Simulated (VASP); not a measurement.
Here is a VASP 6.6.1 calculation.

The input INCAR:

```
PREC = Accurate ; ENCUT = 600
EDIFF = 1E-6 ; ISMEAR = -1
SIGMA = 0.001 ; LREAL = F
LASPH = T ; NELM = 120
ALGO = Normal ; ISIF = 2
LWAVE = F ; LCHARG = F
GGA = PE ; NBANDS = 20
GGA_COMPAT = F
```

File KPOINTS:

```
Automatic mesh
0
Gamma
  8 8 3
```

File POSCAR:

```
O
1.0
    2.5609995400      0.0000000000      0.0000000000
   -1.2804997700      2.2178906600      0.0000000000
    0.0000000000      0.0000000000      6.5750000000
O
4
Direct
    0.3333333300      0.6666666700      0.1610000000
    0.6666666700      0.3333333300      0.6610000000
    0.3333333300      0.6666666700      0.3390000000
    0.6666666700      0.3333333300      0.8390000000
```

Potentials or basis: VASP PAW PBE potentials, release 64 (O).

Launch:

```sh
$ cat potpaw_PBE.64/O/POTCAR > POTCAR
$ mpirun -np 1 vasp_std > vasp.out
```

(1) Estimate the largest force.

(2) Predict the pressure.

(3) Estimate the band gap on the k mesh.

## Answers

(1) 4.874 eV/Å.

(2) 22.7 GPa.

(3) zero (bands 12 and 13 overlap by 1.85 eV).

Caveat: the standard files for N, O and F lose accuracy on very short bonds; spin is off for a triplet molecule; the cell stands under pressure; this functional lacks dispersion, which holds the molecules together, so the pressure and a relaxed volume are unreliable; forces of over 1 eV/Å act on the atoms, so gaps and moduli don't describe the material at rest.
